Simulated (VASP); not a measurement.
Wanted: the native input for a VASP 6.6.1 run.

| Property | Result |
| --- | --- |
| Task | relaxation of shape and atoms at fixed volume |
| Functional | PBEsol |
| Potentials or basis | VASP PAW PBE potentials, release 64 (Mn_pv, O) |
| Cutoff | 600 eV |
| k mesh | 8 × 8 × 4 |
| Occupations | gaussian, width 0.05 eV |
| Spin | collinear spin, ferromagnetic start |
| Starting moments | [4.53, 4.53, 0.12, 0.12] μB |
| Hubbard terms | Mn d U = 3.9 eV |
| Dipole correction | no |
| Further INCAR settings | ALGO = Normal; EDIFF = 1e-06; IBRION = 2; EDIFFG = -0.01; NSW = 60; ISIF = 4 |

The structure of MnO lies in POSCAR:

```
MnO
1.0
    3.4800598172      0.0000000000      0.0000000000
   -1.7400299086      3.0138202084      0.0000000000
    0.0000000000      0.0000000000      5.4608017552
Mn O
2 2
Direct
    0.3333333333      0.6666666667     -0.0005351817
    0.6666666667      0.3333333333      0.4994648183
    0.3333333333      0.6666666667      0.3869651817
    0.6666666667      0.3333333333      0.8869651817
```

The input as run:

INCAR

```
SYSTEM = MnO
  PREC = Accurate
  ENCUT = 600
  EDIFF = 1E-6
  ISMEAR = 0
  SIGMA = 0.05
  LREAL = .False.
  LASPH = .True.
  NELM = 150
  ALGO = Normal
  ISIF = 4
  LWAVE = .False.
  LCHARG = .False.
  ISPIN = 2
  MAGMOM = 4.53 4.53 0.12 0.12
  LORBIT = 11
  LMAXMIX = 4
  LDAU = .True.
  LDAUTYPE = 2
  LDAUL = 2 -1
  LDAUU = 3.9 0
  LDAUJ = 0 0
  LDAUPRINT = 1
  GGA = PS
  IBRION = 2
  NSW = 60
  EDIFFG = -0.01
```

KPOINTS

```
regular mesh
0
Gamma
  8 8 4
  0 0 0
```

Potentials or basis: VASP PAW PBE potentials, release 64 (Mn_pv, O).

Command:

```bash
$ cat potpaw_PBE.64/Mn_pv/POTCAR potpaw_PBE.64/O/POTCAR > POTCAR
$ mpirun -np 1 vasp_std > vasp.out
```

It gave:

```
Pressure after relaxing                               : -4.6 GPa
Band gap on the k mesh                                : zero (filled and empty bands touch)
Net moment                                            : 10.00 μB per cell
Site moments                                          : Mn +4.60; O +0.09 μB
Valence electrons inside the program's atomic spheres : Mn 11.35; O 4.97
```

Caveat: the PAW data sets were made with another functional, which shifts forces and pressure a little; the run started ferromagnetic, and an antiferromagnetic order may lie lower in energy.

It took 80 s on 1 thread of AMD EPYC 9R45 96-Core Processor (Zen 5), on a shared host, peak memory 0.23 GiB.
